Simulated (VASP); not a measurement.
# TiAl3 (vib) (Pm-3m) in VASP: notebook

The runs below take TiAl3 (vib) through single point, relaxation of cell and atoms, with LDA.

Program: VASP 6.6.1. These are calculated values, not measurements. Logs are shortened: lines on timing, memory, paths and dates and some standing lists are left out, and cuts for length are marked.

### Step 1. The cell of the first run

Symmetry: Pm-3m, No. 221, cubic system. The conventional cell has a = 3.956 Å, b = 3.956 Å, c = 3.956 Å, α = 90.00°, β = 90.00°, γ = 90.00°. Within 3.7 Å of Ti (site symmetry m-3m) lie 12 Al at 2.80 Å. Al (site symmetry 4/mmm) has 4 Ti at 2.80 Å and 8 Al at 2.80 Å within 3.7 Å.

### Step 2. Single point, LDA

Input file INCAR:

```
SYSTEM = TiAl3
PREC = Accurate
ENCUT = 520
EDIFF = 1E-6
ISMEAR = 0
SIGMA = 0.1
LREAL = .FALSE.
LASPH = .TRUE.
NELM = 60
ALGO = Normal
ISIF = 2
LWAVE = .FALSE.
LCHARG = .FALSE.
GGA = CA
NBANDS = 18
```

Input file KPOINTS:

```
Automatic mesh
0
G
  4 4 4
  0 0 0
```

Input file POSCAR:

```
TiAl3
1.0
    3.9556712500      0.0000000000      0.0000000000
    0.0000000000      3.9556712500      0.0000000000
    0.0000000000      0.0000000000      3.9556712500
Ti Al
1 3
Direct
    0.0000000000      0.0000000000      0.0000000000
    0.5000000000      0.5000000000      0.0000000000
    0.5000000000      0.0000000000      0.5000000000
    0.0000000000      0.5000000000      0.5000000000
```

Potentials or basis: VASP PAW LDA potentials, release 64 (Ti_sv, Al).

On the command line:

```console
> cat potpaw_LDA.64/Ti_sv/POTCAR potpaw_LDA.64/Al/POTCAR > POTCAR
> mpirun -np 1 vasp_std > vasp.out
```

OUTCAR:

```text
SYSTEM = TiAl3
   PREC = Accurate
   ENCUT = 520
   EDIFF = 1E-6
   ISMEAR = 0
   LREAL = .FALSE.
   LASPH = .TRUE.
   NELM = 60
   ISIF = 2
   GGA = CA

 ion  position               nearest neighbor table
   1  0.000  0.000  0.000-   2 2.80   3 2.80   4 2.80   3 2.80   4 2.80   2 2.80   4 2.80   4 2.80
                             2 2.80   3 2.80   3 2.80   2 2.80
   2  0.500  0.500  0.000-   1 2.80   3 2.80   4 2.80   3 2.80   4 2.80   1 2.80   3 2.80   3 2.80
                             1 2.80   4 2.80   4 2.80   1 2.80
   3  0.500  0.000  0.500-   1 2.80   2 2.80   4 2.80   1 2.80   2 2.80   2 2.80   4 2.80   2 2.80
                             1 2.80   4 2.80   1 2.80   4 2.80
   4  0.000  0.500  0.500-   1 2.80   2 2.80   3 2.80   1 2.80   2 2.80   1 2.80   3 2.80   1 2.80
                             2 2.80   3 2.80   2 2.80   3 2.80

  LATTYP: Found a simple cubic cell.
 ALAT       =     3.9556712500

  Lattice vectors:

 A1 = (   3.9556712500,   0.0000000000,   0.0000000000)
 A2 = (   0.0000000000,   3.9556712500,   0.0000000000)
 A3 = (   0.0000000000,   0.0000000000,   3.9556712500)

Analysis of symmetry for initial positions (statically):
=====================================================================
 Subroutine PRICEL returns:
 Original cell was already a primitive cell.

 Routine SETGRP: Setting up the symmetry group for a
 simple cubic supercell.

 Subroutine GETGRP returns: Found 48 space group operations
 (whereof 48 operations were pure point group operations)
 out of a pool of 48 trial point group operations.

The static configuration has the point symmetry O_h .

Analysis of symmetry for dynamics (positions and initial velocities):
=====================================================================
 Subroutine PRICEL returns:
 Original cell was already a primitive cell.

 Routine SETGRP: Setting up the symmetry group for a
 simple cubic supercell.

 Subroutine GETGRP returns: Found 48 space group operations
 (whereof 48 operations were pure point group operations)
 out of a pool of 48 trial point group operations.

The dynamic configuration has the point symmetry O_h .

 Subroutine INISYM returns: Found 48 space group operations
 (whereof 48 operations are pure point group operations),
 and found     1 'primitive' translations

----------------------------------------------------------------------------------------

                                     Primitive cell

  volume of cell :      61.8957

  direct lattice vectors                    reciprocal lattice vectors
     3.955671250  0.000000000  0.000000000     0.252801595  0.000000000  0.000000000
     0.000000000  3.955671250  0.000000000     0.000000000  0.252801595  0.000000000
     0.000000000  0.000000000  3.955671250     0.000000000  0.000000000  0.252801595

  length of vectors
     3.955671250  3.955671250  3.955671250     0.252801595  0.252801595  0.252801595

  position of ions in fractional coordinates (direct lattice)
     0.000000000  0.000000000  0.000000000
     0.500000000  0.500000000  0.000000000
     0.500000000  0.000000000  0.500000000
     0.000000000  0.500000000  0.500000000

  ion indices of the primitive-cell ions
   primitive index   ion index
                 1           1
                 2           2
                 3           3
                 4           4

----------------------------------------------------------------------------------------

 KPOINTS: Automatic mesh

Automatic generation of k-mesh.
 Grid dimensions read from file:
 generate k-points for:    4    4    4

 Generating k-lattice:

  Cartesian coordinates                     Fractional coordinates (reciprocal lattice)
     0.063200399  0.000000000  0.000000000     0.250000000  0.000000000  0.000000000
     0.000000000  0.063200399  0.000000000     0.000000000  0.250000000  0.000000000
     0.000000000  0.000000000  0.063200399     0.000000000  0.000000000  0.250000000

  Length of vectors
     0.063200399  0.063200399  0.063200399

  Shift w.r.t. Gamma in fractional coordinates (k-lattice)
     0.000000000  0.000000000  0.000000000

 Subroutine IBZKPT returns following result:
 ===========================================

 Found     10 irreducible k-points:

 Following reciprocal coordinates:
            Coordinates               Weight
  0.000000  0.000000  0.000000      1.000000
  0.250000  0.000000  0.000000      6.000000
  0.500000  0.000000  0.000000      3.000000
  0.250000  0.250000  0.000000     12.000000
  0.500000  0.250000  0.000000     12.000000
  0.500000  0.500000  0.000000      3.000000
  0.250000  0.250000  0.250000      8.000000
  0.500000  0.250000  0.250000     12.000000
  0.500000  0.500000  0.250000      6.000000
  0.500000  0.500000  0.500000      1.000000
   k-points           NKPTS =     10   k-points in BZ     NKDIM =     10   number of bands    NBANDS=     18
   number of dos      NEDOS =    301   number of ions     NIONS =      4
   total plane-waves  NPLWV =  27000
   dimension x,y,z NGX =    30 NGY =   30 NGZ =   30
   dimension x,y,z NGXF=    60 NGYF=   60 NGZF=   60
   ions per type =               1   3
   NGX,Y,Z   is equivalent  to a cutoff of  12.61, 12.61, 12.61 a.u.
   NGXF,Y,Z  is equivalent  to a cutoff of  25.22, 25.22, 25.22 a.u.
 SYSTEM =  TiAl3
   PREC   = accura    normal or accurate (medium, high low for compatibility)
   ISTART =      0    job   : 0-new  1-cont  2-samecut
   ICHARG =      2    charge: 1-file 2-atom 10-const
   ISPIN  =      1    spin polarized calculation?
   LNONCOLLINEAR =      F non collinear calculations
   LSORBIT =      F    spin-orbit coupling
   LASPH  =      T    aspherical Exc in radial PAW
   ENCUT  =  520.0 eV  38.22 Ry    6.18 a.u.   7.35  7.35  7.35*2*pi/ulx,y,z
   NELM   =     60;   NELMIN=  2; NELMDL= -5     # of ELM steps
   EDIFF  = 0.1E-05   stopping-criterion for ELM
   LREAL  =      F    real-space projection
   EDIFFG = 0.1E-04   stopping-criterion for IOM
   NSW    =      0    number of steps for IOM
   IBRION =     -1    ionic relax: 0-MD 1-quasi-New 2-CG
   NFREE  =      0    steps in history (QN), initial steepest desc. (CG)
   ISIF   =      2    stress and relaxation
   ISYM   =      2    0-nonsym 1-usesym 2-fastsym
   POTIM  = 0.5000    time-step for ionic-motion
   TEBEG  =    0.0;   TEEND  =   0.0 temperature during run
   PSTRESS=    0.0 pullay stress
   NELECT =      21.0000    total number of electrons
   NUPDOWN=      -1.0000    fix difference up-down
   EMIN   =  10.00;   EMAX   =-10.00  energy-range for DOS
   EFERMI =   0.00;   METHOD = LEGACY
   ISMEAR =     0;   SIGMA  =   0.10  broadening in eV -4-tet -1-fermi 0-gaus
   EFERMI_NEDOS =   21; number of points for ismear=-14 and -15
   IALGO  =     38    algorithm
   IMIX   =      4    mixing-type and parameters
     AMIX     =   0.40;   BMIX     =  1.00
     AMIX_MAG =   1.60;   BMIX_MAG =  1.00
  volume/ion in A,a.u.               =      15.47       104.42
  Fermi-wavevector in a.u.,A,eV,Ry     =   1.141811  2.157711 17.738371  1.303733
  Thomas-Fermi vector in A             =   2.278511
   LORBIT       =      0    0 simple, 1 ext, 2 COOP (PROOUT), +10 PAW based schemes
   GGA     = CA    functional components
   LHFCALC =     F    Hartree Fock is set to
   AEXX    =    0.0000 exact exchange contribution
   IVDW    =     0    specifies the selected vdW correction
   LEPSILON=     F    determine dielectric tensor
   LRPA    =     F    only Hartree local field effects (RPA)
 non-spin polarized calculation
 Gauss-broadening in eV      SIGMA  =   0.10
  energy-cutoff  :      520.00
  volume of cell :       61.90
 maximum number of plane-waves:      1743
 NGX is ok and might be reduce to    30
   NGX = 15   NGY = 15   NGZ = 15

 number of electron      20.9999997 magnetization

 Free energy of the ion-electron system (eV)
  ---------------------------------------------------
  ext. energy  EPLUGINS =         0.00000000
  ---------------------------------------------------
  free energy    TOTEN  =       -22.71668130 eV

  energy without entropy =      -22.70497931  energy(sigma->0) =      -22.71083031

 E-fermi :   9.0495     XC(G=0): -11.0238

 val. band max:        9.0375325059   @ k =   0.0000   0.0000   0.0000
 cond. band min:       9.1139855597   @ k =   0.5000   0.5000   0.5000
 fundamental gap:      0.0764530538
 Fermi energy:         9.0495340829

 k-point     1 :       0.0000    0.0000    0.0000
  band No.  band energies     occupation
      1     -47.3663      2.00000
      2     -24.0558      2.00000
      3     -24.0558      2.00000
      4     -24.0558      2.00000
      5      -1.8899      2.00000
      6       5.7808      2.00000
[... 10 lines left out ...]
     17      14.5540      0.00000
     18      14.5540      0.00000

 k-point     2 :       0.2500    0.0000    0.0000
  band No.  band energies     occupation
      1     -47.3658      2.00000
      2     -24.0664      2.00000
      3     -24.0550      2.00000
      4     -24.0550      2.00000
      5      -1.2905      2.00000
      6       3.2693      2.00000
[... 10 lines left out ...]
     17      13.3756      0.00000
     18      14.1955      0.00000

 k-point     3 :       0.5000    0.0000    0.0000
  band No.  band energies     occupation
      1     -47.3654      2.00000
      2     -24.0769      2.00000
      3     -24.0543      2.00000
      4     -24.0543      2.00000
      5       0.1065      2.00000
      6       0.9279      2.00000
[... 10 lines left out ...]
     17      12.0162      0.00000
     18      14.1177      0.00000

 k-point     4 :       0.2500    0.2500    0.0000
  band No.  band energies     occupation
      1     -47.3654      2.00000
      2     -24.0656      2.00000
      3     -24.0650      2.00000
      4     -24.0543      2.00000
      5      -0.7117      2.00000
      6       3.6780      2.00000
[... 10 lines left out ...]
     17      13.8048      0.00000
     18      14.1125      0.00000

 k-point     5 :       0.5000    0.2500    0.0000
  band No.  band energies     occupation
      1     -47.3649      2.00000
      2     -24.0756      2.00000
      3     -24.0643      2.00000
      4     -24.0535      2.00000
      5       0.5943      2.00000
      6       1.5264      2.00000
[... 10 lines left out ...]
     17      13.7182      0.00000
     18      14.2299      0.00000

 k-point     6 :       0.5000    0.5000    0.0000
  band No.  band energies     occupation
      1     -47.3645      2.00000
      2     -24.0742      2.00000
      3     -24.0742      2.00000
      4     -24.0528      2.00000
      5       1.6216      2.00000
      6       2.7836      2.00000
[... 10 lines left out ...]
     17      13.8473      0.00000
     18      13.8665      0.00000

 k-point     7 :       0.2500    0.2500    0.2500
  band No.  band energies     occupation
      1     -47.3650      2.00000
      2     -24.0649      2.00000
      3     -24.0640      2.00000
      4     -24.0640      2.00000
      5      -0.1511      2.00000
      6       4.0542      2.00000
[... 10 lines left out ...]
     17      14.2898      0.00000
     18      14.2929      0.00000

 k-point     8 :       0.5000    0.2500    0.2500
  band No.  band energies     occupation
      1     -47.3645      2.00000
      2     -24.0742      2.00000
      3     -24.0635      2.00000
      4     -24.0630      2.00000
      5       1.0905      2.00000
      6       2.0759      2.00000
[... 10 lines left out ...]
     17      13.8883      0.00000
     18      14.6787      0.00000

 k-point     9 :       0.5000    0.5000    0.2500
  band No.  band energies     occupation
      1     -47.3641      2.00000
      2     -24.0729      2.00000
      3     -24.0729      2.00000
      4     -24.0622      2.00000
      5       2.1794      2.00000
      6       3.1358      2.00000
[... 10 lines left out ...]
     17      11.9383      0.00000
     18      16.6974      0.00000

 k-point    10 :       0.5000    0.5000    0.5000
  band No.  band energies     occupation
      1     -47.3638      2.00000
      2     -24.0716      2.00000
      3     -24.0716      2.00000
      4     -24.0716      2.00000
      5       3.7259      2.00000
      6       3.7259      2.00000
[... 10 lines left out ...]
     17      11.6534      0.00000
     18      20.5133      0.00000

------------------------ aborting loop because EDIFF is reached ----------------------------------------

  FORCE on cell =-STRESS in cart. coord.  units (eV):
  Direction    XX          YY          ZZ          XY          YZ          ZX
  --------------------------------------------------------------------------------------
  -------------------------------------------------------------------------------------
  Total       -1.3557376     -1.3557376     -1.3557376      0.0000000      0.0000000      0.0000000
  in kB      -35.0934166    -35.0934166    -35.0934166      0.0000000      0.0000000      0.0000000
  external PRESSURE =     -35.0934166 kB  Pullay stress =       0.0000000 kB

 VOLUME and BASIS-vectors are now :
 -----------------------------------------------------------------------------
  energy-cutoff  :      520.00
  volume of cell :       61.90
      direct lattice vectors                 reciprocal lattice vectors
     3.955671250  0.000000000  0.000000000     0.252801595  0.000000000  0.000000000
     0.000000000  3.955671250  0.000000000     0.000000000  0.252801595  0.000000000
     0.000000000  0.000000000  3.955671250     0.000000000  0.000000000  0.252801595

 POSITION                                       TOTAL-FORCE (eV/Angst)
 -----------------------------------------------------------------------------------
      0.00000      0.00000      0.00000         0.000000      0.000000      0.000000
      1.97784      1.97784      0.00000         0.000000      0.000000      0.000000
      1.97784      0.00000      1.97784         0.000000      0.000000      0.000000
      0.00000      1.97784      1.97784         0.000000      0.000000      0.000000
 -----------------------------------------------------------------------------------
    total drift:                                0.000000     -0.000000      0.000000

  FREE ENERGIE OF THE ION-ELECTRON SYSTEM (eV)
  ---------------------------------------------------
  free  energy   TOTEN  =       -22.7166812984 eV

  energy  without entropy=      -22.7049793138  energy(sigma->0) =      -22.71083031
```

It took 4.4 s on 1 thread of Intel Xeon 6975P-C (Granite Rapids), shared host; peak memory 0.14 GiB.

Results:

- Free energy: -22.7167 eV
- Pressure: -3.5 GPa

Levels at points of the mesh, in eV from the Fermi level:
| k point | band 8 | band 9 | band 10 | band 11 | band 12 | band 13 |
| --- | --- | --- | --- | --- | --- | --- |
| (0.00, 0.00, 0.00) | -2.29 | -2.29 | -2.29 | -0.01 | -0.01 | -0.01 |
| (0.50, 0.00, 0.00) | -2.41 | -2.35 | 0.23 | 0.61 | 0.61 | 0.74 |
| (0.50, 0.50, 0.00) | -5.16 | -1.42 | -1.42 | 0.47 | 0.68 | 0.93 |
| (0.50, 0.50, 0.50) | -5.10 | -3.61 | -3.61 | -3.61 | 0.06 | 0.99 |

Caveat: the k points lie up to 0.40 Å⁻¹ apart.

### Step 3. Single point, LDA

This run uses another cell than the first one, of 14.96 Å³/atom, 0.967 times its volume.

Input file INCAR:

```
SYSTEM = TiAl3
PREC = Accurate
ENCUT = 520
EDIFF = 1E-7
ISMEAR = 0
SIGMA = 0.1
LREAL = .False.
LASPH = .True.
NELM = 100
ALGO = Fast
ISIF = 2
LWAVE = .False.
LCHARG = .False.
GGA = CA
NBANDS = 18
```

Input file KPOINTS:

```
Automatic mesh
0
Gamma
  8 8 8
  0 0 0
```

Input file POSCAR:

```
TiAl3
1.0
    3.9111292203      0.0000000000      0.0000000000
    0.0000000000      3.9111292203      0.0000000000
    0.0000000000      0.0000000000      3.9111292203
Ti Al
1 3
Direct
    0.0000000000      0.0000000000      0.0000000000
    0.5000000000      0.5000000000      0.0000000000
    0.5000000000      0.0000000000      0.5000000000
    0.0000000000      0.5000000000      0.5000000000
```

Potentials or basis: VASP PAW LDA potentials, release 64 (Ti_sv, Al).

On the command line:

```console
> cat potpaw_LDA.64/Ti_sv/POTCAR potpaw_LDA.64/Al/POTCAR > POTCAR
> mpirun -np 1 vasp_std > vasp.out
```

Run time: 37 s. Hardware: 1 thread of Intel Xeon 6975P-C (Granite Rapids), shared host; peak memory 0.16 GiB.

The run converged. Its results:

```yaml
Free_energy: -22.7063 eV
Pressure: 0.2 GPa
```

Levels at points of the mesh, in eV from the Fermi level:
| k point | band 6 | band 7 | band 8 | band 9 | band 10 | band 11 | band 12 | band 13 | band 14 | band 15 |
| --- | --- | --- | --- | --- | --- | --- | --- | --- | --- | --- |
| (0.00, 0.00, 0.00) | -3.17 | -3.17 | -2.14 | -2.14 | -2.14 | 0.15 | 0.15 | 0.15 | 0.77 | 4.28 |
| (0.50, 0.00, 0.00) | -8.08 | -2.31 | -2.31 | -2.27 | 0.41 | 0.82 | 0.82 | 0.96 | 1.08 | 1.48 |
| (0.50, 0.50, 0.00) | -6.16 | -6.16 | -5.09 | -1.29 | -1.29 | 0.66 | 0.90 | 1.14 | 1.16 | 3.70 |
| (0.50, 0.50, 0.50) | -5.22 | -5.22 | -5.05 | -3.49 | -3.49 | -3.49 | 0.30 | 1.22 | 1.22 | 2.92 |

### Step 4. Single point, LDA

This run uses another cell than the first one, of 14.98 Å³/atom, 0.968 times its volume.

Input file INCAR:

```
  ALGO = Normal
  EDIFF = 1E-7
  ENCUT = 520
  ISIF = 2
  ISMEAR = -1
  LASPH = T
  LCHARG = F
  LREAL = F
  LWAVE = F
  NBANDS = 18
  NELM = 100
  PREC = Accurate
  SIGMA = 0.15
```

Input file KPOINTS:

```
k-points
0
Gamma
  8 8 8
```

Input file POSCAR:

```
TiAl3
1.0
    3.9129865579      0.0000000000      0.0000000000
    0.0000000000      3.9129865579      0.0000000000
    0.0000000000      0.0000000000      3.9129865579
Ti Al
1 3
Direct
    0.0000000000      0.0000000000      0.0000000000
    0.5000000000      0.5000000000      0.0000000000
    0.5000000000      0.0000000000      0.5000000000
    0.0000000000      0.5000000000      0.5000000000
```

On the command line:

```console
> cat potpaw_LDA.64/Ti_sv/POTCAR potpaw_LDA.64/Al/POTCAR > POTCAR
> mpirun -np 1 vasp_std > vasp.out
```

Wall time 14 s (1 thread of Intel Xeon 6975P-C (Granite Rapids), shared host); peak memory 0.16 GiB.

Results (log left out):

- Free energy: -22.7808 eV
- Pressure: 0.2 GPa

Levels at points of the mesh, in eV from the Fermi level:
| k point | band 8 | band 9 | band 10 | band 11 | band 12 | band 13 |
| --- | --- | --- | --- | --- | --- | --- |
| (0.00, 0.00, 0.00) | -2.13 | -2.13 | -2.13 | 0.17 | 0.17 | 0.17 |
| (0.50, 0.00, 0.00) | -2.29 | -2.24 | 0.43 | 0.83 | 0.83 | 0.98 |
| (0.50, 0.50, 0.00) | -5.07 | -1.27 | -1.27 | 0.68 | 0.92 | 1.15 |
| (0.50, 0.50, 0.50) | -5.04 | -3.47 | -3.47 | -3.47 | 0.31 | 1.24 |

(Continued in part 2 of 2.)
